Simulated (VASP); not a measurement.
The system is SnH5.

```xyz
6
Lattice="-2.0886 2.0886 4.0759 2.0886 -2.0886 4.0759 2.0886 2.0886 -4.0759" Properties=species:S:1:pos:R:3 pbc="T T T"
Sn    0.0000    0.0000    4.0759
H     0.6353    0.6353    0.0000
H     1.4533    1.4533    4.0759
H     1.4533   -1.4533    4.0759
H    -1.4533    1.4533    4.0759
H     0.0000    0.0000    0.0000
```

```yaml
Program: VASP 6.6.1
Task: relaxation of cell and atoms
Functional: PBE
Potentials_or_basis: VASP PAW PBE potentials, release 64 (Sn_d, H)
Cutoff: 600 eV
k_mesh: 6 × 6 × 6
Occupations: gaussian, width 0.1 eV
Spin: no spin polarisation
```

At the start: pressure 8.0 GPa; volume 11.85 Å³/atom.

Where does the relaxation end?

Over 27 steps the energy falls by 307.5 meV/atom and the volume is 8.78 Å³/atom (-25.9 %); space group I4/mmm (No. 139, to 0.05 Å).

Step by step:
| step | energy change (eV) | largest force (eV/Å) | pressure (GPa) | volume (Å³) |
| --- | --- | --- | --- | --- |
| 1 | 0.0000 | 3.3608 | 7.98 | 71.12 |
| 2 | -1.3975 | 0.7765 | -0.33 | 77.29 |
| 3 | -1.4952 | 0.5083 | -1.35 | 78.79 |
| 4 | -1.5467 | 0.1267 | -2.39 | 81.81 |
| 5 | -1.5481 | 0.1770 | -2.30 | 81.36 |
| 6 | -1.5477 | 0.2002 | -2.25 | 81.15 |
| 7 | -1.5814 | 0.0696 | -1.21 | 78.75 |
| 8 | -1.5891 | 0.0406 | -0.36 | 77.08 |
| 9 | -1.5959 | 0.0357 | -0.35 | 76.35 |
| 10 | -1.6164 | 0.0195 | -0.31 | 74.19 |
| 11 | -1.6571 | 0.0193 | -0.18 | 69.88 |
| 12 | -1.7282 | 0.1062 | 0.77 | 61.34 |
| 13 | -1.5118 | 0.5124 | 10.33 | 44.61 |
| 14 | -1.7391 | 0.1273 | 1.05 | 59.48 |
| 15 | -1.7439 | 0.1443 | 1.47 | 57.32 |
| 16 | -1.7540 | 0.1237 | 0.99 | 56.98 |
| 17 | -1.7723 | 0.0840 | 0.55 | 56.29 |
| 18 | -1.8071 | 0.1721 | -0.57 | 54.75 |
| 19 | -1.6905 | 0.4214 | -0.33 | 50.96 |
| 20 | -1.8171 | 0.2262 | -0.91 | 54.21 |
| 21 | -1.8008 | 0.2913 | -1.39 | 52.98 |
| 22 | -1.8194 | 0.2455 | -1.13 | 53.94 |
| 23 | -1.8311 | 0.1769 | -0.52 | 52.62 |
| 24 | -1.8313 | 0.1842 | -0.59 | 52.76 |
| 25 | -1.8427 | 0.0659 | 0.54 | 52.35 |
| 26 | -1.8430 | 0.0416 | 0.77 | 52.28 |
| 27 | -1.8453 | 0.0268 | 0.44 | 52.70 |

Final structure:
```
Sn H
1.0
    -2.27559    2.27559    2.54408
     2.27559   -2.27559    2.54408
     2.27559    2.27559   -2.54408
Sn H
1 5
Direct
  0.50000 0.50000 0.00000
  0.20854 0.20854 0.41708
  0.79146 0.79146 0.58292
  0.20854 0.79146 0.00000
  0.79146 0.20854 0.00000
  0.00000 0.00000 0.00000
```

Caveat: the volume moved by over 15 % at a fixed basis, so the end points are rough.
